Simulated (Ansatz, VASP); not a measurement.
**One calculation of BiBrO, two programs**

```
CELL_PARAMETERS angstrom
3.81790 0.00000 0.00000
0.00000 3.81790 0.00000
0.00000 0.00000 8.14960
ATOMIC_POSITIONS crystal
Bi 0.00000 0.50000 0.15756
Bi 0.50000 0.00000 0.84244
Br 0.00000 0.50000 0.65172
Br 0.50000 0.00000 0.34828
O 0.00000 0.00000 0.00000
O 0.50000 0.50000 0.00000
```

Alike in both runs: task single point; functional LDA; k mesh 8 × 8 × 4; occupations gaussian, width 0.05 eV; no spin polarisation.

|  | VASP | Ansatz |
| --- | --- | --- |
| version | VASP 6.6.1 | Ansatz 0.2.0 |
| potentials or method | VASP PAW LDA potentials, release 64 (Bi_d, Br, O), cutoff 520 eV | scalar-relativistic, plane waves, PAW |
| valence electrons in the cell | 56 | 56 |

VASP gave:

| Item | Value |
| --- | --- |
| gap on the k mesh at the Fermi level (eV) | 2.20 |
| least direct gap on the mesh (eV) | 2.50 |
| pressure (GPa) | 1.1 |
| traceless stress, the component that is largest in VASP (GPa) | -2.12 |
| rms of the force components (eV/Å) | 0.073 |

Q: Which values does Ansatz return?

A: gap on the k mesh at the Fermi level (eV): 2.21; least direct gap on the mesh (eV): 2.50; pressure (GPa): 0.8; traceless stress, the component that is largest in VASP (GPa): -2.09; rms of the force components (eV/Å): 0.101.

LDA's correlation is that of Perdew and Zunger in VASP and of Perdew and Wang (1992) in Ansatz. Atom by atom the forces differ by 0.028 eV/Å (rms over components).

Spin-orbit coupling is off throughout.
